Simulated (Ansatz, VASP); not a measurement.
# BiTe: VASP beside Ansatz

```
CELL_PARAMETERS angstrom
0.00000 3.13795 3.23500
3.13795 0.00000 3.23500
3.13795 3.13795 0.00000
ATOMIC_POSITIONS crystal
Bi 0.00000 0.00000 0.00000
Te 0.50000 0.50000 0.50000
```

Change from the starting cell: strain -0.030 along x and y, +0.000 along z, atoms carried along.

Alike in both runs: task single point; functional r2SCAN; k mesh 14 × 14 × 14; occupations gaussian, width 0.15 eV; no spin polarisation.

|  | VASP | Ansatz |
| --- | --- | --- |
| version | VASP 6.6.1 | Ansatz 0.2.0 |
| potentials or method | VASP PAW PBE potentials, release 64 (Bi_d, Te), cutoff 520 eV | scalar-relativistic, plane waves, PAW |
| valence electrons in the cell | 21 | 31 |

|  | VASP | Ansatz | Ansatz less VASP |
| --- | --- | --- | --- |
| gap on the k mesh at the Fermi level (eV) | none | none | - |
| pressure (GPa) | 3.6 | 3.6 | +0.02 |
| traceless stress, the component that is largest in VASP (GPa) | -2.04 | -2.03 | +0.005 |

VASP's potentials were made for PBE, not for r2SCAN. A gap of «none» marks a metal or a gap that the smearing closes. With one functional, cell and mesh, what is left measures potentials, basis and numerics. VASP's potentials hold 21 valence electrons a cell and Ansatz's 31, so a difference there can come from the potentials and not from the codes.

Neither program's run includes spin-orbit coupling.
